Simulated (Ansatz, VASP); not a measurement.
One calculation of As, two programs

```xyz
1
Lattice="-1.5601 1.5601 1.5601 1.5601 -1.5601 1.5601 1.5601 1.5601 -1.5601" Properties=species:S:1:pos:R:3 pbc="T T T"
As    0.0000    0.0000    0.0000
```

Change from the starting cell: volume scaled by 0.85, LAPW.

Alike in both runs: task single point; functional LDA; k mesh 18 × 18 × 18; occupations fermi-dirac, width 0.08 eV; no spin polarisation.

|  | VASP | Ansatz |
| --- | --- | --- |
| version | VASP 6.6.1 | Ansatz 0.2.0 |
| potentials or method | VASP PAW LDA potentials, release 64 (As), cutoff 520 eV | all-electron LAPW, scalar-relativistic |

Ansatz gave:

```
pressure (GPa) : 22.5
```

Q: Which values does VASP return?

A: Pressure (GPa): 23.2.

LDA's correlation is that of Perdew and Zunger in VASP and of Perdew and Wang (1992) in Ansatz. Ansatz ran all-electron here, and VASP with PAW potentials.
